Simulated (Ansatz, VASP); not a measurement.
## One calculation of PtS2, two programs

```xyz
3
Lattice="3.5857 0.0000 0.0000 -1.7929 3.1053 0.0000 0.0000 0.0000 5.4295" Properties=species:S:1:pos:R:3 pbc="T T T"
Pt    0.0000    0.0000    0.0000
S     0.0000    2.0702    1.0259
S     1.7929    1.0351    4.4036
```

Alike in both runs: task relaxation of the atoms; functional PBE; k mesh 12 × 12 × 6; occupations gaussian, width 0.05 eV; no spin polarisation.

```csv
,VASP,Ansatz
version,VASP 6.6.1,Ansatz 0.2.0
potentials or method,"VASP PAW PBE potentials, release 64 (Pt, S), cutoff 520 eV","scalar-relativistic, plane waves, PAW"
valence electrons in the cell,22,30
```

VASP gave:

| Quantity | Value |
| --- | --- |
| gap on the k mesh at the Fermi level, each at its own relaxed structure (eV) | 0.91 |

Q: What did Ansatz give for the same quantities?

A: gap on the k mesh at the Fermi level, each at its own relaxed structure (eV): 0.90.

VASP's potentials hold 22 valence electrons a cell and Ansatz's 30, so a difference there can come from the potentials and not from the codes. Ansatz's warnings: stress scf threshold loose.

Spin-orbit coupling is off throughout.
